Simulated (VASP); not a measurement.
# BN (Qingsongite) (F-43m) in VASP: notebook

Runs on BN (Qingsongite). Level: PBEsol. Tasks: single point.

All numbers are computed with VASP 6.6.1; they aren't measurements. Logs are shortened: lines on timing, memory, paths and dates and some standing lists are left out, and cuts for length are marked.

### Step 1. The cell of the first run

It takes space group F-43m (No. 216, cubic). Conventional cell: a = 3.566 Å, b = 3.566 Å, c = 3.566 Å, α = 90.00°, β = 90.00°, γ = 90.00°. B (site symmetry -43m) has 4 N at 1.54 Å within 2.1 Å. N (site symmetry -43m) has 4 B at 1.54 Å within 2.1 Å.

### Step 2. Single point, PBEsol

Contents of INCAR:

```
PREC = Accurate
ENCUT = 520
EDIFF = 1E-7
ISMEAR = 0
SIGMA = 0.01
LREAL = F
LASPH = T
NELM = 100
ALGO = Normal
ISIF = 2
LWAVE = F
LCHARG = T
GGA = PS
LELF = T
LVHAR = T
NBANDS = 11
```

Contents of KPOINTS:

```
regular mesh
0
Gamma
  10 10 10
```

Contents of POSCAR:

```
BN
1.0
    0.0000000000      1.7830713297      1.7830713297
    1.7830713297      0.0000000000      1.7830713297
    1.7830713297      1.7830713297      0.0000000000
B N
1 1
Direct
    0.0000000000      0.0000000000      0.0000000000
    0.2500000000      0.2500000000      0.2500000000
```

Potentials or basis: VASP PAW PBE potentials, release 64 (B, N).

The run is started by

```console
> cat potpaw_PBE.64/B/POTCAR potpaw_PBE.64/N/POTCAR > POTCAR
> mpirun -np 1 vasp_std > vasp.out
```

OUTCAR:

```text
PREC = Accurate
   ENCUT = 520
   EDIFF = 1E-7
   ISMEAR = 0
   LREAL = F
   LASPH = T
   NELM = 100
   ISIF = 2
   GGA = PS

 ion  position               nearest neighbor table
   1  0.000  0.000  0.000-   2 1.54   2 1.54   2 1.54   2 1.54
   2  0.250  0.250  0.250-   1 1.54   1 1.54   1 1.54   1 1.54

  LATTYP: Found a face centered cubic cell.
 ALAT       =     3.5661426594

  Lattice vectors:

 A1 = (   0.0000000000,   1.7830713297,   1.7830713297)
 A2 = (   1.7830713297,   0.0000000000,   1.7830713297)
 A3 = (   1.7830713297,   1.7830713297,   0.0000000000)

Analysis of symmetry for initial positions (statically):
=====================================================================
 Subroutine PRICEL returns:
 Original cell was already a primitive cell.

 Routine SETGRP: Setting up the symmetry group for a
 face centered cubic supercell.

 Subroutine GETGRP returns: Found 24 space group operations
 (whereof 24 operations were pure point group operations)
 out of a pool of 48 trial point group operations.

The static configuration has the point symmetry T_d .

Analysis of symmetry for dynamics (positions and initial velocities):
=====================================================================
 Subroutine PRICEL returns:
 Original cell was already a primitive cell.

 Routine SETGRP: Setting up the symmetry group for a
 face centered cubic supercell.

 Subroutine GETGRP returns: Found 24 space group operations
 (whereof 24 operations were pure point group operations)
 out of a pool of 48 trial point group operations.

The dynamic configuration has the point symmetry T_d .

 Subroutine INISYM returns: Found 24 space group operations
 (whereof 24 operations are pure point group operations),
 and found     1 'primitive' translations

----------------------------------------------------------------------------------------

                                     Primitive cell

  volume of cell :      11.3380

  direct lattice vectors                    reciprocal lattice vectors
     0.000000000  1.783071330  1.783071330    -0.280415030  0.280415030  0.280415030
     1.783071330  0.000000000  1.783071330     0.280415030 -0.280415030  0.280415030
     1.783071330  1.783071330  0.000000000     0.280415030  0.280415030 -0.280415030

  length of vectors
     2.521643657  2.521643657  2.521643657     0.485693079  0.485693079  0.485693079

  position of ions in fractional coordinates (direct lattice)
     0.000000000  0.000000000  0.000000000
     0.250000000  0.250000000  0.250000000

  ion indices of the primitive-cell ions
   primitive index   ion index
                 1           1
                 2           2

----------------------------------------------------------------------------------------

 KPOINTS: regular mesh

Automatic generation of k-mesh.
 Grid dimensions read from file:
 generate k-points for:   10   10   10

 Generating k-lattice:

  Cartesian coordinates                     Fractional coordinates (reciprocal lattice)
    -0.028041503  0.028041503  0.028041503     0.100000000  0.000000000  0.000000000
     0.028041503 -0.028041503  0.028041503     0.000000000  0.100000000  0.000000000
     0.028041503  0.028041503 -0.028041503     0.000000000  0.000000000  0.100000000

  Length of vectors
     0.048569308  0.048569308  0.048569308

  Shift w.r.t. Gamma in fractional coordinates (k-lattice)
     0.000000000  0.000000000  0.000000000

 Subroutine IBZKPT returns following result:
 ===========================================

 Found     47 irreducible k-points:

 Following reciprocal coordinates:
            Coordinates               Weight
  0.000000  0.000000  0.000000      1.000000
  0.100000  0.000000  0.000000      8.000000
  0.200000  0.000000  0.000000      8.000000
  0.300000  0.000000  0.000000      8.000000
  0.400000  0.000000  0.000000      8.000000
  0.500000  0.000000  0.000000      4.000000
[... 16 lines left out ...]
  0.300000  0.300000  0.000000      6.000000
  0.400000  0.300000  0.000000     24.000000
 [... further k-points ...]
   k-points           NKPTS =     47   k-points in BZ     NKDIM =     47   number of bands    NBANDS=     11
   number of dos      NEDOS =    301   number of ions     NIONS =      2
   total plane-waves  NPLWV =   8000
   dimension x,y,z NGX =    20 NGY =   20 NGZ =   20
   dimension x,y,z NGXF=    40 NGYF=   40 NGZF=   40
   ions per type =               1   1
   NGX,Y,Z   is equivalent  to a cutoff of  13.19, 13.19, 13.19 a.u.
   NGXF,Y,Z  is equivalent  to a cutoff of  26.37, 26.37, 26.37 a.u.
 SYSTEM =  unknown system
   PREC   = accura    normal or accurate (medium, high low for compatibility)
   ISTART =      0    job   : 0-new  1-cont  2-samecut
   ICHARG =      2    charge: 1-file 2-atom 10-const
   ISPIN  =      1    spin polarized calculation?
   LNONCOLLINEAR =      F non collinear calculations
   LSORBIT =      F    spin-orbit coupling
   LASPH  =      T    aspherical Exc in radial PAW
   ENCUT  =  520.0 eV  38.22 Ry    6.18 a.u.   4.69  4.69  4.69*2*pi/ulx,y,z
   NELM   =    100;   NELMIN=  2; NELMDL= -5     # of ELM steps
   EDIFF  = 0.1E-06   stopping-criterion for ELM
   LREAL  =      F    real-space projection
   EDIFFG = 0.1E-05   stopping-criterion for IOM
   NSW    =      0    number of steps for IOM
   IBRION =     -1    ionic relax: 0-MD 1-quasi-New 2-CG
   NFREE  =      0    steps in history (QN), initial steepest desc. (CG)
   ISIF   =      2    stress and relaxation
   ISYM   =      2    0-nonsym 1-usesym 2-fastsym
   POTIM  = 0.5000    time-step for ionic-motion
   TEBEG  =    0.0;   TEEND  =   0.0 temperature during run
   PSTRESS=    0.0 pullay stress
   NELECT =       8.0000    total number of electrons
   NUPDOWN=      -1.0000    fix difference up-down
   EMIN   =  10.00;   EMAX   =-10.00  energy-range for DOS
   EFERMI =   0.00;   METHOD = LEGACY
   ISMEAR =     0;   SIGMA  =   0.01  broadening in eV -4-tet -1-fermi 0-gaus
   EFERMI_NEDOS =   21; number of points for ismear=-14 and -15
   IALGO  =     38    algorithm
   IMIX   =      4    mixing-type and parameters
     AMIX     =   0.40;   BMIX     =  1.00
     AMIX_MAG =   1.60;   BMIX_MAG =  1.00
  volume/ion in A,a.u.               =       5.67        38.26
  Fermi-wavevector in a.u.,A,eV,Ry     =   1.457447  2.754176 28.900840  2.124152
  Thomas-Fermi vector in A             =   2.574247
   LORBIT       =      0    0 simple, 1 ext, 2 COOP (PROOUT), +10 PAW based schemes
   GGA     = PS    functional components
   LHFCALC =     F    Hartree Fock is set to
   AEXX    =    0.0000 exact exchange contribution
   IVDW    =     0    specifies the selected vdW correction
   LEPSILON=     F    determine dielectric tensor
   LRPA    =     F    only Hartree local field effects (RPA)
 non-spin polarized calculation
 Gauss-broadening in eV      SIGMA  =   0.01
  energy-cutoff  :      520.00
  volume of cell :       11.34
 maximum number of plane-waves:       322
   NGX =  9   NGY =  9   NGZ =  9

 number of electron       7.9999998 magnetization

 Free energy of the ion-electron system (eV)
  ---------------------------------------------------
  ext. energy  EPLUGINS =         0.00000000
  ---------------------------------------------------
  free energy    TOTEN  =       -18.32880977 eV

  energy without entropy =      -18.32880977  energy(sigma->0) =      -18.32880977

 E-fermi :   8.0009     XC(G=0): -13.2166

 val. band max:        7.8742753475   @ k =   0.0000   0.0000   0.0000
 cond. band min:      12.1923689491   @ k =   0.5000   0.5000   0.0000
 fundamental gap:      4.3180936016
 Fermi energy:         8.0009234091

 k-point     1 :       0.0000    0.0000    0.0000
  band No.  band energies     occupation
      1     -12.8517      2.00000
      2       7.8743      2.00000
      3       7.8743      2.00000
      4       7.8743      2.00000
      5      16.8278      0.00000
      6      16.8278      0.00000
      7      16.8278      0.00000
      8      18.8086      0.00000
      9      33.1568      0.00000
     10      36.0695      0.00000
     11      36.0695      0.00000

 k-point     2 :       0.1000    0.0000    0.0000
  band No.  band energies     occupation
      1     -12.5994      2.00000
      2       6.5590      2.00000
      3       7.6063      2.00000
      4       7.6063      2.00000
      5      17.1691      0.00000
      6      17.2314      0.00000
      7      17.2314      0.00000
      8      19.5723      0.00000
      9      32.6880      0.00000
     10      33.2848      0.00000
     11      33.2848      0.00000

 k-point     3 :       0.2000    0.0000    0.0000
  band No.  band energies     occupation
      1     -11.8547      2.00000
      2       3.7460      2.00000
      3       7.0073      2.00000
      4       7.0073      2.00000
      5      17.6529      0.00000
      6      18.0572      0.00000
      7      18.0572      0.00000
      8      21.1733      0.00000
      9      31.7684      0.00000
     10      31.7684      0.00000
     11      31.8308      0.00000

 k-point     4 :       0.3000    0.0000    0.0000
  band No.  band energies     occupation
      1     -10.6715      2.00000
      2       0.6748      2.00000
      3       6.4044      2.00000
      4       6.4044      2.00000
      5      18.0872      0.00000
      6      18.6211      0.00000
      7      18.6211      0.00000
      8      22.4665      0.00000
      9      31.3917      0.00000
     10      32.0718      0.00000
     11      32.0718      0.00000
[... 239 lines left out ...]
 k-point    22 :      -0.2000    0.2000    0.0000
  band No.  band energies     occupation
      1     -10.2807      2.00000
      2       1.5041      2.00000
      3       3.4073      2.00000
      4       6.5189      2.00000
      5      18.6487      0.00000
      6      19.0623      0.00000
      7      19.6512      0.00000
      8      22.0921      0.00000
      9      29.3058      0.00000
     10      30.4943      0.00000
     11      35.3901      0.00000

 k-point    23 :       0.3000    0.3000    0.0000
  band No.  band energies     occupation
      1      -9.9626      2.00000
      2       2.5535      2.00000
      3       4.0227      2.00000
      4       4.0227      2.00000
      5      14.0026      0.00000
      6      18.7946      0.00000
      7      23.0250      0.00000
      8      23.0250      0.00000
      9      27.0651      0.00000
     10      36.0141      0.00000
     11      40.2834      0.00000

 k-point    24 :       0.4000    0.3000    0.0000
  band No.  band energies     occupation
      1      -8.9018      2.00000
      2       0.9137      2.00000
      3       3.1447      2.00000
      4       3.5965      2.00000
      5      13.9359      0.00000
      6      18.6289      0.00000
      7      23.8433      0.00000
      8      23.9010      0.00000
      9      28.0543      0.00000
     10      35.7151      0.00000
     11      40.2097      0.00000

 [... further k-points ...]
[... 5 lines left out ...]
  --------------------------------------------------------------------------------------
  -------------------------------------------------------------------------------------
  Total        1.0122922      1.0122922      1.0122922     -0.0000000      0.0000000      0.0000000
  in kB      143.0475150    143.0475150    143.0475150     -0.0000000      0.0000000      0.0000000
  external PRESSURE =     143.0475150 kB  Pullay stress =       0.0000000 kB

 VOLUME and BASIS-vectors are now :
 -----------------------------------------------------------------------------
  energy-cutoff  :      520.00
  volume of cell :       11.34
      direct lattice vectors                 reciprocal lattice vectors
     0.000000000  1.783071330  1.783071330    -0.280415030  0.280415030  0.280415030
     1.783071330  0.000000000  1.783071330     0.280415030 -0.280415030  0.280415030
     1.783071330  1.783071330  0.000000000     0.280415030  0.280415030 -0.280415030

 POSITION                                       TOTAL-FORCE (eV/Angst)
 -----------------------------------------------------------------------------------
      0.00000      0.00000      0.00000        -0.000000     -0.000000     -0.000000
      0.89154      0.89154      0.89154         0.000000      0.000000      0.000000
 -----------------------------------------------------------------------------------
    total drift:                                0.000000      0.000000      0.000000

  FREE ENERGIE OF THE ION-ELECTRON SYSTEM (eV)
  ---------------------------------------------------
  free  energy   TOTEN  =       -18.3288097711 eV

  energy  without entropy=      -18.3288097711  energy(sigma->0) =      -18.32880977
```

Run time: 8.8 s. Hardware: 1 thread of AMD EPYC 7R13 (Zen 3), shared host; peak memory 0.09 GiB.

What came out:

* Free energy: -18.3288 eV
* Pressure: 14.3 GPa
* Band gap on the k mesh: 4.32 eV, indirect (least direct gap 8.95 eV)

Levels at points of the mesh, in eV from the valence-band top:
```csv
k point,band 1,band 2,band 3,band 4,band 5,band 6,band 7,band 8,band 9
"(0.00, 0.00, 0.00)",-20.73,0.00,0.00,0.00,8.95,8.95,8.95,10.93,25.28
"(0.50, 0.00, 0.00)",-16.26,-11.16,-2.03,-2.03,10.63,10.84,10.84,15.49,23.78
"(0.50, 0.50, 0.00)",-14.83,-9.24,-5.15,-5.15,4.32,9.32,18.51,18.51,21.33
```

Caveat: the PAW data sets were made with another functional, which shifts forces and pressure a little.

(Part 1 of 2 ends here.)
